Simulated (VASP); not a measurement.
AlN, 14 atoms in the cell. The cell holds an amorphous packing of atoms, 14 atoms: a = 5.225 Å, b = 5.414 Å, c = 5.866 Å, α = 92.36°, β = 78.93°, γ = 86.96°. 

```yaml
Program: VASP 6.6.1
Task: single point
Functional: PBE
Potentials_or_basis: VASP PAW PBE potentials, release 64 (Al, N)
Cutoff: 520 eV
k_mesh: 5 × 4 × 4
Occupations: gaussian, width 0.02 eV
Spin: no spin polarisation
Dipole_correction: no
Further_INCAR_settings: ALGO = Normal; EDIFF = 1e-06; NBANDS = 41
```

Potentials or basis: VASP PAW PBE potentials, release 64 (Al, N).

Launch:

```console
$ cat potpaw_PBE.64/Al/POTCAR potpaw_PBE.64/N/POTCAR > POTCAR
$ mpirun -np 1 vasp_std > vasp.out
```

Hardware: 1 thread of Intel(R) Xeon(R) 6975P-C (Granite Rapids), on a shared host.

Problem. How long does it take, and how much memory?

Solution. Wall time 2.8 min on 1 thread of Intel(R) Xeon(R) 6975P-C (Granite Rapids) (shared host), peak memory 0.37 GiB. Counts: scf iterations 16, k points 42.
